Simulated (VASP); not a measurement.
Wanted: the native input for a VASP 6.6.1 run.

```
Task                   : single point
Functional             : PBE
Potentials or basis    : VASP PAW PBE potentials, release 64 (Ti_sv, Al)
Cutoff                 : 520 eV
k mesh                 : 16 × 16 × 16
Occupations            : gaussian, width 0.1 eV
Spin                   : no spin polarisation
Dipole correction      : no
Further INCAR settings : ALGO = Fast; EDIFF = 1e-06; NBANDS = 18
```

The structure of TiAl3 lies in POSCAR:

```
TiAl3
1.0
   -1.9817955052      1.9817955052      4.4638013232
    1.9817955052     -1.9817955052      4.4638013232
    1.9817955052      1.9817955052     -4.4638013232
Ti Al
1 3
Direct
    0.0000000000      0.0000000000      0.0000000000
    0.5000000000      0.5000000000      0.0000000000
    0.7500000000      0.2500000000      0.5000000000
    0.2500000000      0.7500000000      0.5000000000
```

These files were run (other wordings do the same):

INCAR

```
SYSTEM = TiAl3
PREC = Accurate
ENCUT = 520
EDIFF = 1E-6
ISMEAR = 0
SIGMA = 0.1
LREAL = .FALSE.
LASPH = .TRUE.
NELM = 100
ALGO = Fast
ISIF = 2
LWAVE = .FALSE.
LCHARG = .TRUE.
GGA = PE
LELF = .TRUE.
LVHAR = .TRUE.
NBANDS = 18
```

KPOINTS

```
Automatic mesh
0
G
  16 16 16
  0 0 0
```

Potentials or basis: VASP PAW PBE potentials, release 64 (Ti_sv, Al).

Run with:

```console
$ cat potpaw_PBE.64/Ti_sv/POTCAR potpaw_PBE.64/Al/POTCAR > POTCAR
$ mpirun -np 1 vasp_std > vasp.out
```

Results of the run:

| Property | Result |
| --- | --- |
| Pressure | -8.3 GPa |
| Band gap on the k mesh | zero (an odd number of electrons rules out a gap without spin polarisation) |

Caveat: the cell stands under tension.

It took 18 min on 1 thread of AMD EPYC 9R45 96-Core Processor (Zen 5) (shared host), peak memory 0.53 GiB.
